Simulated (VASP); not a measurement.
A run of VASP 6.6.1 is set up as follows.

File INCAR:

```
PREC = Accurate ; ENCUT = 520
EDIFF = 1E-6 ; ISMEAR = 0
SIGMA = 0.05 ; LREAL = False
LASPH = True ; NELM = 100
ALGO = Normal ; ISIF = 2
LWAVE = False ; LCHARG = False
GGA = PE ; NBANDS = 26
```

Contents of KPOINTS:

```
regular mesh
0
Gamma
  12 12 4
```

The input POSCAR:

```
CdS
1.0
    4.1347992034      0.0000000000      0.0000000000
   -2.0673996017      3.5808411497      0.0000000000
    0.0000000000      0.0000000000      6.7490000000
Cd S
2 2
Direct
    0.3333333333      0.6666666667      0.0000000000
    0.6666666667      0.3333333333      0.5000000000
    0.3193701337      0.6387402673      0.4146340199
    0.6666666667      0.3333333333      0.8850000000
```

Potentials or basis: VASP PAW PBE potentials, release 64 (Cd, S).

Launch:

```bash
$ cat potpaw_PBE.64/Cd/POTCAR potpaw_PBE.64/S/POTCAR > POTCAR
$ mpirun -np 1 vasp_std > vasp.out
```

Estimate the largest force.

1.413 eV/Å.

Estimate the pressure.

3.7 GPa.

Forces in eV/Å, atoms in the order of the input:
```
Cd   0.000 -0.023  0.555
Cd   0.000 -0.672  0.411
S    0.000  0.737 -1.206
S    0.000 -0.042  0.240
```

Caveat: the cell differs from its parent crystal (atom 3 (S) moved by (-0.100, +0.200) A along y and z); the cell stands under pressure; forces of over 1 eV/Å act on the atoms, so gaps and moduli don't describe the material at rest.
